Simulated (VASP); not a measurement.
# Fe2O3 (R-3c) in VASP: single point with PBEsol+U

Aim: the single point of Fe2O3 with PBEsol+U.

Program: VASP 6.6.1. These are calculated values, not measurements. Logs are shortened: lines on timing, memory, paths and dates and some standing lists are left out, and cuts for length are marked.

**1. The cell of the first run**

Symmetry: R-3c, No. 167, trigonal system. The conventional cell has a = 5.042 Å, b = 5.042 Å, c = 13.756 Å, α = 90.00°, β = 90.00°, γ = 120.00°. Within 2.6 Å of Fe (site symmetry 3) lie 6 O at 1.95 to 2.11 Å. O (site symmetry 2) has 4 Fe at 1.95 to 2.11 Å and 8 O at 2.67 to 2.89 Å within 2.9 Å.

**2. Single point, PBEsol+U, collinear spin, antiferromagnetic start**

INCAR

```
  PREC = Accurate
  ENCUT = 520
  EDIFF = 1E-7
  ISMEAR = 0
  SIGMA = 0.02
  LREAL = False
  LASPH = True
  NELM = 150
  ALGO = Normal
  ISIF = 2
  LWAVE = False
  LCHARG = False
  ISPIN = 2
  MAGMOM = -4 4 -4 4 0 0 0 0 0 0
  LORBIT = 11
  LMAXMIX = 4
  LDAU = True
  LDAUTYPE = 2
  LDAUL = 2 -1
  LDAUU = 4 0
  LDAUJ = 0 0
  LDAUPRINT = 1
  GGA = PS
  NBANDS = 49
```

KPOINTS

```
Automatic mesh
0
Gamma
  5 5 5
```

POSCAR

```
Fe2O3
1.0
    2.5210311222      1.4555179970      4.5854201250
   -2.5210311222      1.4555179970      4.5854201250
    0.0000000000     -2.9110359941      4.5854201250
Fe O
4 6
Direct
    0.3553164152      0.3553164152      0.3553164152
    0.1446835824      0.1446835824      0.1446835824
    0.6446835848      0.6446835848      0.6446835848
    0.8553164176      0.8553164176      0.8553164176
    0.5551889820      0.9448110152      0.2500000029
    0.2500000029      0.5551889820      0.9448110152
    0.9448110152      0.2500000029      0.5551889820
    0.4448110180      0.0551889848      0.7499999971
    0.7499999971      0.4448110180      0.0551889848
    0.0551889848      0.7499999971      0.4448110180
```

Potentials or basis: VASP PAW PBE potentials, release 64 (Fe, O).

Command:

```console
$ cat potpaw_PBE.64/Fe/POTCAR potpaw_PBE.64/O/POTCAR > POTCAR
$ mpirun -np 1 vasp_std > vasp.out
```

OUTCAR:

```text
PREC = Accurate
   ENCUT = 520
   EDIFF = 1E-7
   ISMEAR = 0
   LREAL = False
   LASPH = True
   NELM = 150
   ISIF = 2
   ISPIN = 2
   LORBIT = 11
   GGA = PS

 ion  position               nearest neighbor table
   1  0.355  0.355  0.355-   9 1.95  10 1.95   8 1.95   7 2.11   5 2.11   6 2.11   2 2.90   3 2.97
                             3 2.97   3 2.97
   2  0.145  0.145  0.145-  10 1.95   9 1.95   8 1.95   6 2.11   5 2.11   7 2.11   1 2.90   4 2.97
                             4 2.97   4 2.97
   3  0.645  0.645  0.645-   6 1.95   7 1.95   5 1.95  10 2.11   8 2.11   9 2.11   4 2.90   1 2.97
                             1 2.97   1 2.97
   4  0.855  0.855  0.855-   7 1.95   6 1.95   5 1.95   9 2.11   8 2.11  10 2.11   3 2.90   2 2.97
                             2 2.97   2 2.97
   5  0.555  0.945  0.250-   3 1.95   4 1.95   1 2.11   2 2.11
   6  0.250  0.555  0.945-   3 1.95   4 1.95   1 2.11   2 2.11
   7  0.945  0.250  0.555-   3 1.95   4 1.95   1 2.11   2 2.11
   8  0.445  0.055  0.750-   1 1.95   2 1.95   3 2.11   4 2.11
   9  0.750  0.445  0.055-   1 1.95   2 1.95   3 2.11   4 2.11
  10  0.055  0.750  0.445-   1 1.95   2 1.95   3 2.11   4 2.11

  LATTYP: Found a trigonal (rhomboedric) cell.
 ALAT       =     5.4314094194
 COS(alpha) =     0.5691150477

  Lattice vectors:

 A1 = (   2.5210311222,   1.4555179970,   4.5854201250)
 A2 = (  -2.5210311222,   1.4555179970,   4.5854201250)
 A3 = (   0.0000000000,  -2.9110359941,   4.5854201250)

Analysis of symmetry for initial positions (statically):
=====================================================================
 Subroutine PRICEL returns:
 Original cell was already a primitive cell.

 Routine SETGRP: Setting up the symmetry group for a
 trigonal (rhombohedral) supercell.

 Subroutine GETGRP returns: Found 12 space group operations
 (whereof  6 operations were pure point group operations)
 out of a pool of 12 trial point group operations.

The static configuration has the point symmetry S_6 .
 The point group associated with its full space group is D_3d.

Analysis of symmetry for dynamics (positions and initial velocities):
=====================================================================
 Subroutine PRICEL returns:
 Original cell was already a primitive cell.

 Routine SETGRP: Setting up the symmetry group for a
 trigonal (rhombohedral) supercell.

 Subroutine GETGRP returns: Found 12 space group operations
 (whereof  6 operations were pure point group operations)
 out of a pool of 12 trial point group operations.

The dynamic configuration has the point symmetry S_6 .
 The point group associated with its full space group is D_3d.

Analysis of structural, dynamic, and magnetic symmetry:
=====================================================================
 Subroutine PRICEL returns:
 Original cell was already a primitive cell.

 Routine SETGRP: Setting up the symmetry group for a
 trigonal (rhombohedral) supercell.

 Subroutine GETGRP returns: Found 12 space group operations
 (whereof  6 operations were pure point group operations)
 out of a pool of 12 trial point group operations.

The overall configuration has the point symmetry S_6 .
 The point group associated with its full space group is D_3d.

 Subroutine INISYM returns: Found 12 space group operations
 (whereof  6 operations are pure point group operations),
 and found     1 'primitive' translations

----------------------------------------------------------------------------------------

                                     Primitive cell

  volume of cell :     100.9546

  direct lattice vectors                    reciprocal lattice vectors
     2.521031122  1.455517997  4.585420125     0.198331546  0.114506771  0.072694175
    -2.521031122  1.455517997  4.585420125    -0.198331546  0.114506771  0.072694175
     0.000000000 -2.911035994  4.585420125     0.000000000 -0.229013543  0.072694175

  length of vectors
     5.431409419  5.431409419  5.431409419     0.240274106  0.240274106  0.240274106

  position of ions in fractional coordinates (direct lattice)
     0.355316415  0.355316415  0.355316415
     0.144683582  0.144683582  0.144683582
     0.644683585  0.644683585  0.644683585
     0.855316418  0.855316418  0.855316418
[... 84 lines left out ...]
   NELM   =    150;   NELMIN=  2; NELMDL= -5     # of ELM steps
   EDIFF  = 0.1E-06   stopping-criterion for ELM
   LREAL  =      F    real-space projection
   EDIFFG = 0.1E-05   stopping-criterion for IOM
   NSW    =      0    number of steps for IOM
   IBRION =     -1    ionic relax: 0-MD 1-quasi-New 2-CG
   NFREE  =      0    steps in history (QN), initial steepest desc. (CG)
   ISIF   =      2    stress and relaxation
   ISYM   =      2    0-nonsym 1-usesym 2-fastsym
   POTIM  = 0.5000    time-step for ionic-motion
   TEBEG  =    0.0;   TEEND  =   0.0 temperature during run
   PSTRESS=    0.0 pullay stress
   NELECT =      68.0000    total number of electrons
   NUPDOWN=      -1.0000    fix difference up-down
   EMIN   =  10.00;   EMAX   =-10.00  energy-range for DOS
   EFERMI =   0.00;   METHOD = LEGACY
   ISMEAR =     0;   SIGMA  =   0.02  broadening in eV -4-tet -1-fermi 0-gaus
   EFERMI_NEDOS =   21; number of points for ismear=-14 and -15
   IALGO  =     38    algorithm
   IMIX   =      4    mixing-type and parameters
     AMIX     =   0.40;   BMIX     =  1.00
     AMIX_MAG =   1.60;   BMIX_MAG =  1.00
  volume/ion in A,a.u.               =      10.10        68.13
  Fermi-wavevector in a.u.,A,eV,Ry     =   1.435057  2.711864 28.019673  2.059388
  Thomas-Fermi vector in A             =   2.554397
   LORBIT       =     11    0 simple, 1 ext, 2 COOP (PROOUT), +10 PAW based schemes
 LDA+U is selected, type is set to LDAUTYPE =  2
   angular momentum for each species LDAUL =     2   -1
   U (eV)           for each species LDAUU =   4.0  0.0
   J (eV)           for each species LDAUJ =   0.0  0.0
   GGA     = PS    functional components
   LHFCALC =     F    Hartree Fock is set to
   AEXX    =    0.0000 exact exchange contribution
   IVDW    =     0    specifies the selected vdW correction
   LEPSILON=     F    determine dielectric tensor
   LRPA    =     F    only Hartree local field effects (RPA)
 spin polarized calculation
 Gauss-broadening in eV      SIGMA  =   0.02
  energy-cutoff  :      520.00
  volume of cell :      100.95
 maximum number of plane-waves:      2733
   NGX = 21   NGY = 21   NGZ = 21

atom =   1  type =  1  l = 2

 onsite density matrix

spin component  1
[... 116 lines left out ...]
  o =  0.0978  v =  0.0000  0.0000  0.0000  0.0000  0.0000 -0.6324 -0.4471 -0.0000 -0.4468  0.4479      0.0000  0.0000  0.0000  0.0000  0.0000  0.0000  0.0000  0.0000  0.0000  0.0000
  o =  0.0978  v =  0.0000  0.0000  0.0000  0.0000  0.0000 -0.4479 -0.4468 -0.0000  0.4471 -0.6324      0.0000  0.0000  0.0000  0.0000  0.0000  0.0000  0.0000  0.0000  0.0000  0.0000
  o =  0.0990  v =  0.0000  0.0000  0.0000  0.0000  0.0000 -0.0000 -0.0000  1.0000  0.0000 -0.0000      0.0000  0.0000  0.0000  0.0000  0.0000  0.0000  0.0000  0.0000  0.0000  0.0000
  o =  0.2912  v =  0.0000  0.0000  0.0000  0.0000  0.0000 -0.4603  0.6455  0.0000 -0.4287 -0.4332      0.0000  0.0000  0.0000  0.0000  0.0000  0.0000  0.0000  0.0000  0.0000  0.0000
  o =  0.2912  v =  0.0000  0.0000  0.0000  0.0000  0.0000  0.4332 -0.4287  0.0000 -0.6455 -0.4603      0.0000  0.0000  0.0000  0.0000  0.0000  0.0000  0.0000  0.0000  0.0000  0.0000
  o =  0.9763  v =  0.6422  0.4301  0.0000  0.4349 -0.4620  0.0000  0.0000  0.0000  0.0000  0.0000      0.0000  0.0000  0.0000  0.0000  0.0000  0.0000  0.0000  0.0000  0.0000  0.0000
  o =  0.9763  v = -0.4620 -0.4349 -0.0000  0.4301 -0.6422  0.0000  0.0000  0.0000  0.0000  0.0000      0.0000  0.0000  0.0000  0.0000  0.0000  0.0000  0.0000  0.0000  0.0000  0.0000
  o =  0.9802  v = -0.0000 -0.0000  1.0000  0.0000 -0.0000  0.0000  0.0000  0.0000  0.0000  0.0000      0.0000  0.0000  0.0000  0.0000  0.0000  0.0000  0.0000  0.0000  0.0000  0.0000
  o =  1.0356  v = -0.4483  0.6613 -0.0000 -0.4342 -0.4161  0.0000  0.0000  0.0000  0.0000  0.0000      0.0000  0.0000  0.0000  0.0000  0.0000  0.0000  0.0000  0.0000  0.0000  0.0000
  o =  1.0356  v =  0.4161 -0.4342  0.0000 -0.6613 -0.4483  0.0000  0.0000  0.0000  0.0000  0.0000      0.0000  0.0000  0.0000  0.0000  0.0000  0.0000  0.0000  0.0000  0.0000  0.0000

 number of electron      67.9999993 magnetization       0.0000000

 Free energy of the ion-electron system (eV)
  ---------------------------------------------------
  ext. energy  EPLUGINS =         0.00000000
  ---------------------------------------------------
  free energy    TOTEN  =       -72.76424211 eV

  energy without entropy =      -72.76424211  energy(sigma->0) =      -72.76424211

 E-fermi :   3.4643     XC(G=0): -11.8716

 val. band max:        3.3114737913   @ k =  -0.4000   0.2000   0.0000
 cond. band min:       5.4129577481   @ k =  -0.2000   0.4000   0.2000
 fundamental gap:      2.1014839568
 Fermi energy:         3.4642519769

 spin component 1

 k-point     1 :       0.0000    0.0000    0.0000
  band No.  band energies     occupation
      1     -15.2150      1.00000
      2     -13.6164      1.00000
      3     -13.5910      1.00000
      4     -13.5910      1.00000
      5     -13.5274      1.00000
      6     -13.5274      1.00000
[... 920 lines left out ...]
     45      11.2157      0.00000
     46      11.6067      0.00000
 Fermi energy:         3.4642519769

 spin component 2

 k-point     1 :       0.0000    0.0000    0.0000
  band No.  band energies     occupation
      1     -15.2150      1.00000
      2     -13.6164      1.00000
      3     -13.5910      1.00000
      4     -13.5910      1.00000
      5     -13.5274      1.00000
      6     -13.5274      1.00000
[... 920 lines left out ...]
     45      11.2157      0.00000
     46      11.6067      0.00000
 [bands above 46 left out]

------------------------ aborting loop because EDIFF is reached ----------------------------------------

  FORCE on cell =-STRESS in cart. coord.  units (eV):
  Direction    XX          YY          ZZ          XY          YZ          ZX
  --------------------------------------------------------------------------------------
  -------------------------------------------------------------------------------------
  Total       -2.4433418     -2.4433418     -2.2907137      0.0000000      0.0000000      0.0000000
  in kB      -38.7765021    -38.7765021    -36.3542535      0.0000000      0.0000000      0.0000000
  external PRESSURE =     -37.9690859 kB  Pullay stress =       0.0000000 kB

 VOLUME and BASIS-vectors are now :
 -----------------------------------------------------------------------------
  energy-cutoff  :      520.00
  volume of cell :      100.95
      direct lattice vectors                 reciprocal lattice vectors
     2.521031122  1.455517997  4.585420125     0.198331546  0.114506771  0.072694175
    -2.521031122  1.455517997  4.585420125    -0.198331546  0.114506771  0.072694175
     0.000000000 -2.911035994  4.585420125     0.000000000 -0.229013543  0.072694175

 POSITION                                       TOTAL-FORCE (eV/Angst)
 -----------------------------------------------------------------------------------
      0.00000     -0.00000      4.88783         0.000000      0.000000     -0.161756
      0.00000     -0.00000      1.99031         0.000000     -0.000000      0.161756
      0.00000     -0.00000      8.86844         0.000000     -0.000000      0.161756
      0.00000     -0.00000     11.76596         0.000000      0.000000     -0.161756
     -0.98225      1.45552      8.02449         0.012113      0.000000      0.000000
     -0.76939     -1.57841      8.02449        -0.006056      0.010490     -0.000000
      1.75164      0.12289      8.02449        -0.006056     -0.010490     -0.000000
      0.98225     -1.45552      5.73178        -0.012113      0.000000      0.000000
      0.76939      1.57841      5.73178         0.006056     -0.010490     -0.000000
     -1.75164     -0.12289      5.73178         0.006056      0.010490     -0.000000
 -----------------------------------------------------------------------------------
    total drift:                                0.000000     -0.000000     -0.000116

  FREE ENERGIE OF THE ION-ELECTRON SYSTEM (eV)
  ---------------------------------------------------
  free  energy   TOTEN  =       -72.7642421148 eV

  energy  without entropy=      -72.7642421148  energy(sigma->0) =      -72.76424211

 total charge

# of ion       s       p       d       tot
------------------------------------------
    1        0.385   0.554   5.854   6.793
    2        0.385   0.554   5.854   6.793
    3        0.385   0.554   5.854   6.793
    4        0.385   0.554   5.854   6.793
    5        1.559   3.452   0.000   5.011
    6        1.559   3.452   0.000   5.011
    7        1.559   3.452   0.000   5.011
    8        1.559   3.452   0.000   5.011
    9        1.559   3.452   0.000   5.011
   10        1.559   3.452   0.000   5.011
--------------------------------------------------
tot         10.895  22.924  23.416  57.235

 magnetization (x)

# of ion       s       p       d       tot
------------------------------------------
    1       -0.011  -0.016  -4.122  -4.150
    2        0.011   0.016   4.122   4.150
    3       -0.011  -0.016  -4.122  -4.150
    4        0.011   0.016   4.122   4.150
    5        0.000   0.000   0.000   0.000
    6        0.000   0.000   0.000   0.000
    7        0.000   0.000   0.000   0.000
    8        0.000   0.000   0.000   0.000
    9        0.000   0.000   0.000   0.000
   10        0.000   0.000   0.000   0.000
--------------------------------------------------
tot          0.000   0.000   0.000   0.000
```

Wall time 2.5 min (1 thread of AMD EPYC 9R45 (Zen 5), shared host); peak memory 0.33 GiB.

Results:

```yaml
Free_energy: -72.7642 eV
Pressure: -3.8 GPa
Largest_force: 0.162 eV/Å
Band_gap_on_the_k_mesh: 2.10 eV (least direct gap 2.13 eV)
Net_moment: 0.00 μB per cell
Site_moments: Fe -4.15, +4.15 (each value once); O +0.00 μB
Valence_electrons_inside_the_program's_atomic_spheres: Fe 6.79; O 5.01
```

Forces in eV/Å, atoms in the order of the input:
```
Fe   0.000  0.000 -0.162
Fe   0.000  0.000  0.162
Fe   0.000  0.000  0.162
Fe   0.000  0.000 -0.162
O    0.012  0.000  0.000
O   -0.006  0.010  0.000
O   -0.006 -0.010  0.000
O   -0.012  0.000  0.000
O    0.006 -0.010  0.000
O    0.006  0.010  0.000
```

Stress tensor (GPa, compression positive):
```
-3.88  0.00  0.00
 0.00 -3.88  0.00
 0.00  0.00 -3.64
```

Eigenvalues of the final occupation matrices:
| site | spin | trace | eigenvalues |
| --- | --- | --- | --- |
| site 1 d | 1 | 0.88 | 0.10 0.10 0.10 0.29 0.29 |
| site 1 d | 2 | 5.00 | 0.98 0.98 0.98 1.04 1.04 |
| site 2 d | 1 | 5.00 | 0.98 0.98 0.98 1.04 1.04 |
| site 2 d | 2 | 0.88 | 0.10 0.10 0.10 0.29 0.29 |
| site 3 d | 1 | 0.88 | 0.10 0.10 0.10 0.29 0.29 |
| site 3 d | 2 | 5.00 | 0.98 0.98 0.98 1.04 1.04 |
| site 4 d | 1 | 5.00 | 0.98 0.98 0.98 1.04 1.04 |
| site 4 d | 2 | 0.88 | 0.10 0.10 0.10 0.29 0.29 |

Caveat: the cell stands under tension; the PAW data sets were made with another functional, which shifts forces and pressure a little; an odd mesh through Γ misses points on the zone boundary, where band edges can lie. The state reached can hang on the start; a lower one may exist.
